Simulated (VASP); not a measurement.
# MgI2 (R-3m) in VASP: single point with HSE06

Aim: the single point of MgI2 with HSE06.

Program: VASP 6.6.1. These are calculated values, not measurements. Logs are shortened: lines on timing, memory, paths and dates and some standing lists are left out, and cuts for length are marked.

## Step 1: The cell of the first run

It takes space group R-3m (No. 166, trigonal). Conventional cell: a = 4.157 Å, b = 4.157 Å, c = 20.677 Å, α = 90.00°, β = 90.00°, γ = 120.00°. Within 3.8 Å of Mg (site symmetry -3m) lie 6 I at 2.92 Å. I (site symmetry 3m) has 3 Mg at 2.92 Å within 3.8 Å.

## Step 2: Single point, HSE06

POSCAR

```
MgI2
1.0
    2.0786779653      1.2001252828      6.8923459395
   -2.0786779653      1.2001252828      6.8923459395
    0.0000000000     -2.4002505656      6.8923459395
Mg I
1 2
Direct
    0.0000000000      0.0000000000      0.0000000000
    0.2526882635      0.2526882635      0.2526882635
    0.7473117365      0.7473117365      0.7473117365
```

INCAR.step1

```
  ALGO = Normal
  EDIFF = 1E-5
  ENCUT = 520
  GGA = PE
  ISIF = 2
  ISMEAR = 0
  LASPH = True
  LCHARG = False
  LREAL = False
  LWAVE = True
  NBANDS = 15
  NELM = 100
  PREC = Accurate
  SIGMA = 0.01
```

INCAR.step2

```
  ALGO = Normal
  EDIFF = 1E-6
  ENCUT = 520
  GGA = PE
  HFSCREEN = 0.2079
  ISIF = 2
  ISMEAR = 0
  ISTART = 1
  LASPH = True
  LCHARG = False
  LHFCALC = True
  LREAL = False
  LWAVE = False
  NBANDS = 15
  NELM = 100
  PREC = Accurate
  PRECFOCK = Normal
  SIGMA = 0.01
```

KPOINTS

```
k-points
0
Gamma
  4 4 4
```

Potentials or basis: VASP PAW PBE potentials, release 64 (Mg, I).

Launch:

```console
$ cat potpaw_PBE.64/Mg/POTCAR potpaw_PBE.64/I/POTCAR > POTCAR
$ cp INCAR.step1 INCAR
$ mpirun -np 1 vasp_std > vasp.out
$ cp INCAR.step2 INCAR
$ mpirun -np 1 vasp_std > vasp.out
```

OUTCAR:

```text
EDIFF = 1E-6
   ENCUT = 520
   GGA = PE
   HFSCREEN = 0.2079
   ISIF = 2
   ISMEAR = 0
   ISTART = 1
   LASPH = True
   LHFCALC = True
   LREAL = False
   NELM = 100
   PREC = Accurate
   PRECFOCK = Normal

 ion  position               nearest neighbor table
   1  0.000  0.000  0.000-   3 2.92   2 2.92   3 2.92   3 2.92   2 2.92   2 2.92
   2  0.253  0.253  0.253-   1 2.92   1 2.92   1 2.92
   3  0.747  0.747  0.747-   1 2.92   1 2.92   1 2.92

  LATTYP: Found a trigonal (rhomboedric) cell.
 ALAT       =     7.2983309960
 COS(alpha) =     0.8377602348

  Lattice vectors:

 A1 = (   2.0786779653,   1.2001252828,   6.8923459395)
 A2 = (  -2.0786779653,   1.2001252828,   6.8923459395)
 A3 = (   0.0000000000,  -2.4002505656,   6.8923459395)

Analysis of symmetry for initial positions (statically):
=====================================================================
 Subroutine PRICEL returns:
 Original cell was already a primitive cell.

 Routine SETGRP: Setting up the symmetry group for a
 trigonal (rhombohedral) supercell.

 Subroutine GETGRP returns: Found 12 space group operations
 (whereof 12 operations were pure point group operations)
 out of a pool of 12 trial point group operations.

The static configuration has the point symmetry D_3d.

Analysis of symmetry for dynamics (positions and initial velocities):
=====================================================================
 Subroutine PRICEL returns:
 Original cell was already a primitive cell.

 Routine SETGRP: Setting up the symmetry group for a
 trigonal (rhombohedral) supercell.

 Subroutine GETGRP returns: Found 12 space group operations
 (whereof 12 operations were pure point group operations)
 out of a pool of 12 trial point group operations.

The dynamic configuration has the point symmetry D_3d.

 Subroutine INISYM returns: Found 12 space group operations
 (whereof 12 operations are pure point group operations),
 and found     1 'primitive' translations

----------------------------------------------------------------------------------------

                                     Primitive cell

  volume of cell :     103.1649

  direct lattice vectors                    reciprocal lattice vectors
     2.078677965  1.200125283  6.892345940     0.240537499  0.138874390  0.048362827
    -2.078677965  1.200125283  6.892345940    -0.240537499  0.138874390  0.048362827
     0.000000000 -2.400250566  6.892345940     0.000000000 -0.277748780  0.048362827

  length of vectors
     7.298330996  7.298330996  7.298330996     0.281927913  0.281927913  0.281927913

  position of ions in fractional coordinates (direct lattice)
     0.000000000  0.000000000  0.000000000
     0.252688263  0.252688263  0.252688263
     0.747311737  0.747311737  0.747311737

  ion indices of the primitive-cell ions
   primitive index   ion index
                 1           1
                 2           2
                 3           3

----------------------------------------------------------------------------------------

 KPOINTS: k-points

Automatic generation of k-mesh.
 Grid dimensions read from file:
 generate k-points for:    4    4    4

 Generating k-lattice:

  Cartesian coordinates                     Fractional coordinates (reciprocal lattice)
     0.060134375  0.034718598  0.012090707     0.250000000 -0.000000000  0.000000000
    -0.060134375  0.034718598  0.012090707    -0.000000000  0.250000000  0.000000000
     0.000000000 -0.069437195  0.012090707     0.000000000  0.000000000  0.250000000

  Length of vectors
     0.070481978  0.070481978  0.070481978

  Shift w.r.t. Gamma in fractional coordinates (k-lattice)
     0.000000000  0.000000000  0.000000000

 Subroutine IBZKPT returns following result:
 ===========================================

 Found     13 irreducible k-points:

 Following reciprocal coordinates:
            Coordinates               Weight
  0.000000  0.000000  0.000000      1.000000
  0.250000 -0.000000  0.000000      6.000000
  0.500000 -0.000000  0.000000      3.000000
  0.250000  0.250000  0.000000      6.000000
  0.500000  0.250000  0.000000     12.000000
 -0.250000  0.250000  0.000000      6.000000
  0.500000  0.500000  0.000000      3.000000
  0.250000  0.250000  0.250000      2.000000
  0.500000  0.250000  0.250000      6.000000
 -0.250000  0.250000  0.250000      6.000000
  0.500000  0.500000  0.250000      6.000000
 -0.250000  0.500000  0.250000      6.000000
  0.500000  0.500000  0.500000      1.000000
   k-points           NKPTS =     13   k-points in BZ     NKDIM =     64   number of bands    NBANDS=     15
   number of dos      NEDOS =    301   number of ions     NIONS =      3
   total plane-waves  NPLWV = 157464
   dimension x,y,z NGX =    54 NGY =   54 NGZ =   54
   dimension x,y,z NGXF=   108 NGYF=  108 NGZF=  108
   ions per type =               1   2
   NGX,Y,Z   is equivalent  to a cutoff of  12.30, 12.30, 12.30 a.u.
   NGXF,Y,Z  is equivalent  to a cutoff of  24.60, 24.60, 24.60 a.u.
 SYSTEM =  unknown system
   PREC   = accura    normal or accurate (medium, high low for compatibility)
   ISTART =      1    job   : 0-new  1-cont  2-samecut
   ICHARG =      0    charge: 1-file 2-atom 10-const
   ISPIN  =      1    spin polarized calculation?
   LNONCOLLINEAR =      F non collinear calculations
   LSORBIT =      F    spin-orbit coupling
   LASPH  =      T    aspherical Exc in radial PAW
   ENCUT  =  520.0 eV  38.22 Ry    6.18 a.u.  13.57 13.57 13.57*2*pi/ulx,y,z
   NELM   =    100;   NELMIN=  2; NELMDL=  0     # of ELM steps
   EDIFF  = 0.1E-05   stopping-criterion for ELM
   LREAL  =      F    real-space projection
   EDIFFG = 0.1E-04   stopping-criterion for IOM
   NSW    =      0    number of steps for IOM
   IBRION =     -1    ionic relax: 0-MD 1-quasi-New 2-CG
   NFREE  =      0    steps in history (QN), initial steepest desc. (CG)
   ISIF   =      2    stress and relaxation
   ISYM   =      3    0-nonsym 1-usesym 2-fastsym
   POTIM  = 0.5000    time-step for ionic-motion
   TEBEG  =    0.0;   TEEND  =   0.0 temperature during run
   PSTRESS=    0.0 pullay stress
   NELECT =      16.0000    total number of electrons
   NUPDOWN=      -1.0000    fix difference up-down
   EMIN   =  10.00;   EMAX   =-10.00  energy-range for DOS
   EFERMI =   0.00;   METHOD = LEGACY
   ISMEAR =     0;   SIGMA  =   0.01  broadening in eV -4-tet -1-fermi 0-gaus
   EFERMI_NEDOS =   21; number of points for ismear=-14 and -15
   IALGO  =     38    algorithm
   IMIX   =      1    mixing-type and parameters
     AMIX     =   0.40;   BMIX     =  1.00
     AMIX_MAG =   1.60;   BMIX_MAG =  1.00
  volume/ion in A,a.u.               =      34.39       232.06
  Fermi-wavevector in a.u.,A,eV,Ry     =   0.879571  1.662148 10.526076  0.773645
  Thomas-Fermi vector in A             =   1.999813
   LORBIT       =      0    0 simple, 1 ext, 2 COOP (PROOUT), +10 PAW based schemes
   GGA     = PE    functional components
   LHFCALC =     T    Hartree Fock is set to
   PRECFOCK=normal    Normal, Fast or Accurate (Low or Medium for compatibility)
   ENCUT4O =  -1.0   cutoff for four orbital integrals eV
   NKREDX  =     1    reduce k-point grid by
   NKREDY  =     1    reduce k-point grid by
   NKREDZ  =     1    reduce k-point grid by
   AEXX    =    0.2500 exact exchange contribution
   HFSCREEN=    0.2079 screening length (either q_TF or 0.3 A-1)
   HFSCREENC=   0.2079 screening length for correlation (either q_TF or 0.3 A-1)
   ENCUTFOCK=  -1.0 apply spherical cutoff to Coloumb kernel
   IVDW    =     0    specifies the selected vdW correction
   LEPSILON=     F    determine dielectric tensor
   LRPA    =     F    only Hartree local field effects (RPA)
 non-spin polarized calculation
 Gauss-broadening in eV      SIGMA  =   0.01
  energy-cutoff  :      520.00
  volume of cell :      103.16
 maximum number of plane-waves:      2809
  NGX = 42; NGY = 42; NGZ = 42

 number of electron      16.0000000 magnetization

 Free energy of the ion-electron system (eV)
  ---------------------------------------------------
  ext. energy  EPLUGINS =         0.00000000
  ---------------------------------------------------
  free energy    TOTEN  =        -9.16967334 eV

  energy without entropy =       -9.16967334  energy(sigma->0) =       -9.16967334

 E-fermi :   1.6798     XC(G=0):  -6.8580

 val. band max:        1.5738158785   @ k =   0.0000   0.0000   0.0000
 cond. band min:       5.7475890163   @ k =   0.5000   0.5000   0.0000
 fundamental gap:      4.1737731378
 Fermi energy:         1.6797766903

 k-point     1 :       0.0000    0.0000    0.0000
  band No.  band energies     occupation
      1     -11.5247      2.00000
      2     -10.7327      2.00000
      3      -2.2117      2.00000
      4       1.0997      2.00000
      5       1.0997      2.00000
      6       1.5176      2.00000
      7       1.5176      2.00000
      8       1.5738      2.00000
      9       6.2606      0.00000
     10       7.2798      0.00000
     11       9.1716      0.00000
     12       9.1716      0.00000
     13      10.2941      0.00000
     14      10.5001      0.00000
     15      10.5001      0.00000

 k-point     2 :       0.2500   -0.0000    0.0000
  band No.  band energies     occupation
      1     -11.1846      2.00000
      2     -10.5882      2.00000
      3      -1.7592      2.00000
      4      -0.6423      2.00000
      5      -0.1266      2.00000
      6       0.6429      2.00000
      7       1.1726      2.00000
      8       1.2234      2.00000
      9       7.0595      0.00000
     10       8.2061      0.00000
     11       9.2686      0.00000
     12       9.7164      0.00000
     13      10.1303      0.00000
     14      10.7919      0.00000
     15      11.7043      0.00000
[... 167 lines left out ...]
      3      -2.0351      2.00000
      4      -1.4698      2.00000
      5      -0.5347      2.00000
      6       0.0178      2.00000
      7       0.6929      2.00000
      8       0.7276      2.00000
      9       6.7858      0.00000
     10       7.9320      0.00000
     11       9.2102      0.00000
     12       9.7647      0.00000
     13      10.5336      0.00000
     14      10.5976      0.00000
     15      12.1951      0.00000

 k-point    13 :       0.5000    0.5000    0.5000
  band No.  band energies     occupation
      1     -11.3590      2.00000
      2     -10.9500      2.00000
      3      -1.2939      2.00000
      4       0.0746      2.00000
      5       1.2065      2.00000
      6       1.2065      2.00000
      7       1.3917      2.00000
      8       1.3917      2.00000
      9       7.2310      0.00000
     10       7.4573      0.00000
     11       9.3543      0.00000
     12       9.3543      0.00000
     13      10.6879      0.00000
     14      10.7323      0.00000
     15      10.7323      0.00000

------------------------ aborting loop because EDIFF is reached ----------------------------------------

  FORCE on cell =-STRESS in cart. coord.  units (eV):
  Direction    XX          YY          ZZ          XY          YZ          ZX
  --------------------------------------------------------------------------------------
  -------------------------------------------------------------------------------------
  Total        0.2651113      0.2651113      0.2469355      0.0000000     -0.0000000      0.0000000
  in kB        4.1172456      4.1172456      3.8349706      0.0000000     -0.0000000      0.0000000
  external PRESSURE =       4.0231539 kB  Pullay stress =       0.0000000 kB

 VOLUME and BASIS-vectors are now :
 -----------------------------------------------------------------------------
  energy-cutoff  :      520.00
  volume of cell :      103.16
      direct lattice vectors                 reciprocal lattice vectors
     2.078677965  1.200125283  6.892345940     0.240537499  0.138874390  0.048362827
    -2.078677965  1.200125283  6.892345940    -0.240537499  0.138874390  0.048362827
     0.000000000 -2.400250566  6.892345940     0.000000000 -0.277748780  0.048362827

 POSITION                                       TOTAL-FORCE (eV/Angst)
 -----------------------------------------------------------------------------------
      0.00000      0.00000      0.00000         0.000000      0.000000      0.000000
      0.00000      0.00000      5.22484         0.000000      0.000000      0.133199
      0.00000      0.00000     15.45219         0.000000      0.000000     -0.133199
 -----------------------------------------------------------------------------------
    total drift:                               -0.000003      0.000002     -0.000057

  FREE ENERGIE OF THE ION-ELECTRON SYSTEM (eV)
  ---------------------------------------------------
  free  energy   TOTEN  =        -9.1696733395 eV

  energy  without entropy=       -9.1696733395  energy(sigma->0) =       -9.16967334
```

Run time: 46 min. Hardware: 1 thread of AMD EPYC 7R13 (Zen 3), shared host; peak memory 0.49 GiB.

What came out:

```yaml
Free_energy: -9.1697 eV
Pressure: 0.4 GPa
Largest_force: 0.133 eV/Å
Band_gap_on_the_k_mesh: 4.17 eV (least direct gap 4.62 eV)
```

Forces in eV/Å, atoms in the order of the input:
```
Mg   0.000  0.000  0.000
I    0.000  0.000  0.133
I    0.000  0.000 -0.133
```

Levels at points of the mesh, in eV from the valence-band top:
| k point | band 4 | band 5 | band 6 | band 7 | band 8 | band 9 | band 10 | band 11 | band 12 | band 13 |
| --- | --- | --- | --- | --- | --- | --- | --- | --- | --- | --- |
| (0.00, 0.00, 0.00) | -0.47 | -0.47 | -0.06 | -0.06 | 0.00 | 4.69 | 5.71 | 7.60 | 7.60 | 8.72 |
| (0.50, 0.00, 0.00) | -3.12 | -1.73 | -1.30 | -1.30 | -0.72 | 4.78 | 6.41 | 7.38 | 8.13 | 8.87 |
| (0.50, 0.50, 0.00) | -3.40 | -1.48 | -1.41 | -0.47 | -0.44 | 4.17 | 5.99 | 6.05 | 8.04 | 8.05 |
| (0.50, 0.50, 0.50) | -1.50 | -0.37 | -0.37 | -0.18 | -0.18 | 5.66 | 5.88 | 7.78 | 7.78 | 9.11 |

Caveat: the k points lie up to 0.44 Å⁻¹ apart; the PAW data sets were made with another functional, which shifts forces and pressure a little; spin-orbit coupling is left out, which moves the levels of the heavy elements.
